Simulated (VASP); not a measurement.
Input of a VASP 6.6.1 run:

Contents of INCAR:

```
ALGO     = Fast           # electronic algorithm
EDIFF    = 1E-7           # SCF threshold, eV
ENCUT    = 520            # plane-wave cutoff, eV
GGA      = PS             # functional
ISIF     = 2              # what is computed and relaxed
ISMEAR   = 0              # smearing method
LASPH    = T              # aspherical terms in the spheres
LCHARG   = T              # write CHGCAR
LELF     = T              # ELF
LREAL    = F              # projectors in reciprocal space
LVHAR    = T            
LWAVE    = F              # write WAVECAR
NBANDS   = 16             # bands
NELM     = 60             # most SCF steps
PREC     = Accurate       # precision mode
SIGMA    = 0.15           # smearing width, eV
```

The input KPOINTS:

```
k-points
0
Gamma
  21 21 12
```

POSCAR

```
Ir
1.0
    2.6633313082      0.0000000000      0.0000000000
   -1.3316656541      2.3065125716      0.0000000000
    0.0000000000      0.0000000000      4.3180806037
Ir
2
Direct
    0.6666666667      0.3333333333      0.7500000000
    0.3333333333      0.6666666667      0.2500000000
```

Potentials or basis: VASP PAW PBE potentials, release 64 (Ir).

Run with:

```sh
$ cat potpaw_PBE.64/Ir/POTCAR > POTCAR
$ mpirun -np 1 vasp_std > vasp.out
```

Task: What does it give for the band gap on the k mesh?

Result: Zero (band 9 reaches 12.67 eV, above the bottom of band 10 at 8.91 eV).

Task: Predict the pressure.

Result: 29.4 GPa.

Stress tensor (GPa, compression positive):
```
28.98  0.00  0.00
 0.00 28.98  0.00
 0.00  0.00 30.25
```

Caveat: the PAW data sets were made with another functional, which shifts forces and pressure a little; spin-orbit coupling is left out, which moves the levels of the heavy elements.
